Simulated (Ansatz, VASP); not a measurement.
# Two plane-wave programs on MgI2

```
CELL_PARAMETERS angstrom
4.15370 0.00000 0.00000
-2.07685 3.59721 0.00000
0.00000 0.00000 6.86200
ATOMIC_POSITIONS crystal
Mg 0.95830 0.91660 0.97814
I 0.33333 0.66667 0.75763
I 0.66667 0.33333 0.24237
```

Alike in both runs: task single point; functional PBE; k mesh 6 × 6 × 4; occupations gaussian, width 0.05 eV; no spin polarisation.

```csv
,VASP,Ansatz
version,VASP 6.6.1,Ansatz 0.2.0
potentials or method,"VASP PAW PBE potentials, release 64 (Mg, I), cutoff 520 eV","scalar-relativistic, plane waves, PAW"
valence electrons in the cell,16,44
```

VASP gave:

| Property | Result |
| --- | --- |
| gap on the k mesh at the Fermi level (eV) | 3.23 |
| least direct gap on the mesh (eV) | 3.36 |
| pressure (GPa) | 2.2 |
| traceless stress, the component that is largest in VASP (GPa) | -0.65 |
| rms of the force components (eV/Å) | 0.480 |

Task: Estimate Ansatz's values.

Result: gap on the k mesh at the Fermi level (eV): 3.24; least direct gap on the mesh (eV): 3.37; pressure (GPa): 2.3; traceless stress, the component that is largest in VASP (GPa): -0.64; rms of the force components (eV/Å): 0.481.

Atom by atom the forces differ by 0.004 eV/Å (rms over components). VASP's potentials hold 16 valence electrons a cell and Ansatz's 44, so a difference there can come from the potentials and not from the codes.

Neither program's run includes spin-orbit coupling.
